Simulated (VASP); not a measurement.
# Cs (I4/mmm) in VASP: further runs

The runs below take Cs through single point, with LDA.

Everything below comes from runs of VASP 6.6.1. Logs are shortened: lines on timing, memory, paths and dates and some standing lists are left out, and cuts for length are marked.

### 1 The cell of the first run

Symmetry: I4/mmm, No. 139, tetragonal system. The conventional cell has a = 5.584 Å, b = 5.584 Å, c = 8.134 Å, α = 90.00°, β = 90.00°, γ = 90.00°.

### 2 Single point, LDA (strain +0.000 along x and y, +0.030 along z)

The input, INCAR:

```
SYSTEM = Cs
PREC = Accurate ; ENCUT = 520
EDIFF = 1E-6 ; ISMEAR = 0
SIGMA = 0.15 ; LREAL = .False.
LASPH = .True. ; NELM = 100
ALGO = Normal ; ISIF = 2
LWAVE = .False. ; LCHARG = .True.
LELF = .True. ; LVHAR = .True.
NBANDS = 10
```

The input, KPOINTS:

```
Automatic mesh
0
Gamma
  10 10 10
  0 0 0
```

The input, POSCAR:

```
Cs
1.0
    0.0000000000      3.9483357400      4.0667858122
    3.9483357400      0.0000000000      4.0667858122
    3.9483357400      3.9483357400      0.0000000000
Cs
1
Direct
    0.0000000000      0.0000000000      0.0000000000
```

Potentials or basis: VASP PAW LDA potentials, release 64 (Cs_sv).

Command:

```
cat potpaw_LDA.64/Cs_sv/POTCAR > POTCAR
mpirun -np 1 vasp_std > vasp.out
```

OUTCAR:

```text
SYSTEM = Cs
   PREC = Accurate
   ENCUT = 520
   EDIFF = 1E-6
   ISMEAR = 0
   LREAL = .False.
   LASPH = .True.
   NELM = 100
   ISIF = 2

 ion  position               nearest neighbor table
   1  0.000  0.000  0.000-

  LATTYP: Found a body centered tetragonal cell.
 ALAT       =     5.5837899523
 C/A-ratio  =     1.4566399692

  Lattice vectors:

 A1 = (  -3.9483357400,   0.0000000000,   4.0667858122)
 A2 = (   3.9483357400,   0.0000000000,   4.0667858122)
 A3 = (   0.0000000000,   3.9483357400,  -4.0667858122)

Analysis of symmetry for initial positions (statically):
=====================================================================
 Subroutine PRICEL returns:
 Original cell was already a primitive cell.

 Routine SETGRP: Setting up the symmetry group for a
 body centered tetragonal supercell.

 Subroutine GETGRP returns: Found 16 space group operations
 (whereof 16 operations were pure point group operations)
 out of a pool of 16 trial point group operations.

The static configuration has the point symmetry D_4h.

Analysis of symmetry for dynamics (positions and initial velocities):
=====================================================================
 Subroutine PRICEL returns:
 Original cell was already a primitive cell.

 Routine SETGRP: Setting up the symmetry group for a
 body centered tetragonal supercell.

 Subroutine GETGRP returns: Found 16 space group operations
 (whereof 16 operations were pure point group operations)
 out of a pool of 16 trial point group operations.

The dynamic configuration has the point symmetry D_4h.

 Subroutine INISYM returns: Found 16 space group operations
 (whereof 16 operations are pure point group operations),
 and found     1 'primitive' translations

----------------------------------------------------------------------------------------

                                     Primitive cell

  volume of cell :     126.7971

  direct lattice vectors                    reciprocal lattice vectors
     0.000000000  3.948335740  4.066785812    -0.126635634  0.126635634  0.122947218
     3.948335740  0.000000000  4.066785812     0.126635634 -0.126635634  0.122947218
     3.948335740  3.948335740  0.000000000     0.126635634  0.126635634 -0.122947218

  length of vectors
     5.668165661  5.668165661  5.583789952     0.217230721  0.217230721  0.217230721

  position of ions in fractional coordinates (direct lattice)
     0.000000000  0.000000000  0.000000000

  ion indices of the primitive-cell ions
   primitive index   ion index
                 1           1

----------------------------------------------------------------------------------------

 KPOINTS: Automatic mesh

Automatic generation of k-mesh.
 Grid dimensions read from file:
 generate k-points for:   10   10   10

 Generating k-lattice:

  Cartesian coordinates                     Fractional coordinates (reciprocal lattice)
    -0.012663563  0.012663563  0.012294722     0.100000000 -0.000000000  0.000000000
     0.012663563 -0.012663563  0.012294722    -0.000000000  0.100000000  0.000000000
     0.012663563  0.012663563 -0.012294722     0.000000000  0.000000000  0.100000000

  Length of vectors
     0.021723072  0.021723072  0.021723072

  Shift w.r.t. Gamma in fractional coordinates (k-lattice)
     0.000000000  0.000000000  0.000000000

 Subroutine IBZKPT returns following result:
 ===========================================

 Found    102 irreducible k-points:

 Following reciprocal coordinates:
            Coordinates               Weight
  0.000000  0.000000  0.000000      1.000000
  0.100000 -0.000000  0.000000      8.000000
  0.200000 -0.000000  0.000000      8.000000
  0.300000 -0.000000  0.000000      8.000000
  0.400000 -0.000000  0.000000      8.000000
  0.500000 -0.000000  0.000000      4.000000
[... 16 lines left out ...]
  0.300000  0.300000  0.000000      2.000000
  0.400000  0.300000  0.000000      8.000000
 [... further k-points ...]
   k-points           NKPTS =    102   k-points in BZ     NKDIM =    102   number of bands    NBANDS=     10
   number of dos      NEDOS =    301   number of ions     NIONS =      1
   total plane-waves  NPLWV =  74088
   dimension x,y,z NGX =    42 NGY =   42 NGZ =   42
   dimension x,y,z NGXF=    84 NGYF=   84 NGZF=   84
   ions per type =               1
   NGX,Y,Z   is equivalent  to a cutoff of  12.32, 12.32, 12.50 a.u.
   NGXF,Y,Z  is equivalent  to a cutoff of  24.64, 24.64, 25.01 a.u.
 SYSTEM =  Cs
   PREC   = accura    normal or accurate (medium, high low for compatibility)
   ISTART =      0    job   : 0-new  1-cont  2-samecut
   ICHARG =      2    charge: 1-file 2-atom 10-const
   ISPIN  =      1    spin polarized calculation?
   LNONCOLLINEAR =      F non collinear calculations
   LSORBIT =      F    spin-orbit coupling
   LASPH  =      T    aspherical Exc in radial PAW
   ENCUT  =  520.0 eV  38.22 Ry    6.18 a.u.  10.54 10.54 10.38*2*pi/ulx,y,z
   NELM   =    100;   NELMIN=  2; NELMDL= -5     # of ELM steps
   EDIFF  = 0.1E-05   stopping-criterion for ELM
   LREAL  =      F    real-space projection
   EDIFFG = 0.1E-04   stopping-criterion for IOM
   NSW    =      0    number of steps for IOM
   IBRION =     -1    ionic relax: 0-MD 1-quasi-New 2-CG
   NFREE  =      0    steps in history (QN), initial steepest desc. (CG)
   ISIF   =      2    stress and relaxation
   ISYM   =      2    0-nonsym 1-usesym 2-fastsym
   POTIM  = 0.5000    time-step for ionic-motion
   TEBEG  =    0.0;   TEEND  =   0.0 temperature during run
   PSTRESS=    0.0 pullay stress
   NELECT =       9.0000    total number of electrons
   NUPDOWN=      -1.0000    fix difference up-down
   EMIN   =  10.00;   EMAX   =-10.00  energy-range for DOS
   EFERMI =   0.00;   METHOD = LEGACY
   ISMEAR =     0;   SIGMA  =   0.15  broadening in eV -4-tet -1-fermi 0-gaus
   EFERMI_NEDOS =   21; number of points for ismear=-14 and -15
   IALGO  =     38    algorithm
   IMIX   =      4    mixing-type and parameters
     AMIX     =   0.40;   BMIX     =  1.00
     AMIX_MAG =   1.60;   BMIX_MAG =  1.00
  volume/ion in A,a.u.               =     126.80       855.67
  Fermi-wavevector in a.u.,A,eV,Ry     =   0.677828  1.280908  6.251198  0.459450
  Thomas-Fermi vector in A             =   1.755551
   LORBIT       =      0    0 simple, 1 ext, 2 COOP (PROOUT), +10 PAW based schemes
   GGA     = CA    functional components
   LHFCALC =     F    Hartree Fock is set to
   AEXX    =    0.0000 exact exchange contribution
   IVDW    =     0    specifies the selected vdW correction
   LEPSILON=     F    determine dielectric tensor
   LRPA    =     F    only Hartree local field effects (RPA)
 non-spin polarized calculation
 Gauss-broadening in eV      SIGMA  =   0.15
  energy-cutoff  :      520.00
  volume of cell :      126.80
 maximum number of plane-waves:      3447
   NGX = 21   NGY = 21   NGZ = 21

 number of electron       9.0000001 magnetization

 Free energy of the ion-electron system (eV)
  ---------------------------------------------------
  ext. energy  EPLUGINS =         0.00000000
  ---------------------------------------------------
  free energy    TOTEN  =        -0.95070776 eV

  energy without entropy =       -0.93554703  energy(sigma->0) =       -0.94312740

 E-fermi :   0.0481     XC(G=0):  -5.2973

 val. band max:        0.0290106892   @ k =   0.5000   0.3000   0.1000
 cond. band min:       0.0542890667   @ k =   0.4000   0.4000   0.0000
 fundamental gap:      0.0252783776
 Fermi energy:         0.0481420919

 k-point     1 :       0.0000    0.0000    0.0000
  band No.  band energies     occupation
      1     -23.8242      2.00000
      2     -10.5733      2.00000
      3     -10.5725      2.00000
      4     -10.5725      2.00000
      5      -1.5241      2.00000
      6       2.3300      0.00000
      7       2.4241      0.00000
      8       2.4241      0.00000
      9       3.2733      0.00000
     10       3.4464      0.00000

 k-point     2 :       0.1000   -0.0000    0.0000
  band No.  band energies     occupation
      1     -23.8238      2.00000
      2     -10.5824      2.00000
      3     -10.5746      2.00000
      4     -10.5736      2.00000
      5      -1.4285      2.00000
      6       2.2127      0.00000
      7       2.4087      0.00000
      8       2.4700      0.00000
      9       3.2078      0.00000
     10       3.3620      0.00000

 k-point     3 :       0.2000   -0.0000    0.0000
  band No.  band energies     occupation
      1     -23.8229      2.00000
      2     -10.6075      2.00000
      3     -10.5786      2.00000
      4     -10.5766      2.00000
      5      -1.1535      2.00000
      6       1.8489      0.00000
      7       2.4461      0.00000
      8       2.5397      0.00000
      9       3.1789      0.00000
     10       3.2748      0.00000

 k-point     4 :       0.3000   -0.0000    0.0000
  band No.  band energies     occupation
      1     -23.8217      2.00000
      2     -10.6381      2.00000
      3     -10.5835      2.00000
      4     -10.5802      2.00000
      5      -0.7376      2.00000
      6       1.4450      0.00000
      7       2.3651      0.00000
      8       2.4853      0.00000
      9       3.4227      0.00000
     10       3.4523      0.00000
[... 222 lines left out ...]
 k-point    22 :      -0.2000    0.2000    0.0000
  band No.  band energies     occupation
      1     -23.8212      2.00000
      2     -10.6368      2.00000
      3     -10.6000      2.00000
      4     -10.5796      2.00000
      5      -0.5706      2.00000
      6       1.4934      0.00000
      7       1.9443      0.00000
      8       2.7404      0.00000
      9       2.9633      0.00000
     10       3.9025      0.00000

 k-point    23 :       0.3000    0.3000    0.0000
  band No.  band energies     occupation
      1     -23.8211      2.00000
      2     -10.6343      2.00000
      3     -10.5942      2.00000
      4     -10.5942      2.00000
      5      -0.5215      2.00000
      6       1.4505      0.00000
      7       1.8377      0.00000
      8       2.9945      0.00000
      9       2.9945      0.00000
     10       3.8388      0.00000

 k-point    24 :       0.4000    0.3000    0.0000
  band No.  band energies     occupation
      1     -23.8204      2.00000
      2     -10.6470      2.00000
      3     -10.6018      2.00000
      4     -10.5979      2.00000
      5      -0.1722      1.96222
      6       1.3154      0.00000
      7       1.6030      0.00000
      8       3.0822      0.00000
      9       3.2347      0.00000
     10       4.0252      0.00000

 [... further k-points ...]
[... 5 lines left out ...]
  --------------------------------------------------------------------------------------
  -------------------------------------------------------------------------------------
  Total       -0.3362644     -0.3362644     -0.3482084      0.0000000     -0.0000000     -0.0000000
  in kB       -4.2489536     -4.2489536     -4.3998753      0.0000000     -0.0000000     -0.0000000
  external PRESSURE =      -4.2992608 kB  Pullay stress =       0.0000000 kB

 VOLUME and BASIS-vectors are now :
 -----------------------------------------------------------------------------
  energy-cutoff  :      520.00
  volume of cell :      126.80
      direct lattice vectors                 reciprocal lattice vectors
     0.000000000  3.948335740  4.066785812    -0.126635634  0.126635634  0.122947218
     3.948335740  0.000000000  4.066785812     0.126635634 -0.126635634  0.122947218
     3.948335740  3.948335740  0.000000000     0.126635634  0.126635634 -0.122947218

 POSITION                                       TOTAL-FORCE (eV/Angst)
 -----------------------------------------------------------------------------------
      0.00000      0.00000      0.00000         0.000000      0.000000      0.000000
 -----------------------------------------------------------------------------------
    total drift:                                0.000000     -0.000000     -0.000000

  FREE ENERGIE OF THE ION-ELECTRON SYSTEM (eV)
  ---------------------------------------------------
  free  energy   TOTEN  =        -0.9507077607 eV

  energy  without entropy=       -0.9355470332  energy(sigma->0) =       -0.94312740
```

It took 60 s on 1 thread of Intel Xeon Platinum 8488C (Sapphire Rapids), shared host; peak memory 0.28 GiB.

Results:

```
Free energy : -0.9507 eV
Pressure    : -0.4 GPa
```

Caveat: the cell differs from its parent crystal (strain +0.000 along x and y, +0.030 along z); spin-orbit coupling is left out, which moves the levels of the heavy elements.

### 3 Single point, LDA (strain -0.030 along x and y, +0.000 along z)

The input, INCAR:

```
PREC     = Accurate       # precision mode
ENCUT    = 520            # plane-wave cutoff, eV
EDIFF    = 1E-7           # SCF threshold, eV
ISMEAR   = 0              # smearing method
SIGMA    = 0.15           # smearing width, eV
LREAL    = F              # projectors in reciprocal space
LASPH    = T              # aspherical terms in the spheres
NELM     = 100            # most SCF steps
ALGO     = Normal         # electronic algorithm
ISIF     = 2              # what is computed and relaxed
LWAVE    = F              # write WAVECAR
LCHARG   = F              # write CHGCAR
GGA      = CA             # functional
NBANDS   = 10             # bands
```

The input, KPOINTS:

```
regular mesh
0
Gamma
  10 10 10
```

The input, POSCAR:

```
Cs
1.0
    0.0000000000      3.8298856678      3.9483357400
    3.8298856678      0.0000000000      3.9483357400
    3.8298856678      3.8298856678      0.0000000000
Cs
1
Direct
    0.0000000000      0.0000000000      0.0000000000
```

Potentials or basis: VASP PAW LDA potentials, release 64 (Cs_sv).

Command:

```
cat potpaw_LDA.64/Cs_sv/POTCAR > POTCAR
mpirun -np 1 vasp_std > vasp.out
```

Run time: 53 s. Hardware: 1 thread of Intel Xeon Platinum 8488C (Sapphire Rapids), shared host; peak memory 0.27 GiB.

It converged, with:

- Free energy: -0.9769 eV
- Pressure: -0.3 GPa

Levels at points of the mesh, in eV from the Fermi level:
```
           k point  band 1  band 2  band 3  band 4  band 5  band 6  band 7  band 8  band 9  band 10
(0.00, 0.00, 0.00)  -23.81  -10.55  -10.55  -10.55   -1.67    2.33    2.43    2.43    3.36     3.55
(0.50, 0.00, 0.00)  -23.81  -10.69  -10.57  -10.57   -0.05    0.84    2.20    2.34    4.21     4.27
(0.50, 0.50, 0.00)  -23.80  -10.68  -10.59  -10.59    0.25    1.07    1.37    4.10    4.10     4.13
(0.50, 0.00, 0.50)  -23.80  -10.68  -10.61  -10.60    0.32    1.02    1.53    3.93    4.00     4.09
```

Caveat: the cell differs from its parent crystal (strain -0.030 along x and y, +0.000 along z); spin-orbit coupling is left out, which moves the levels of the heavy elements.
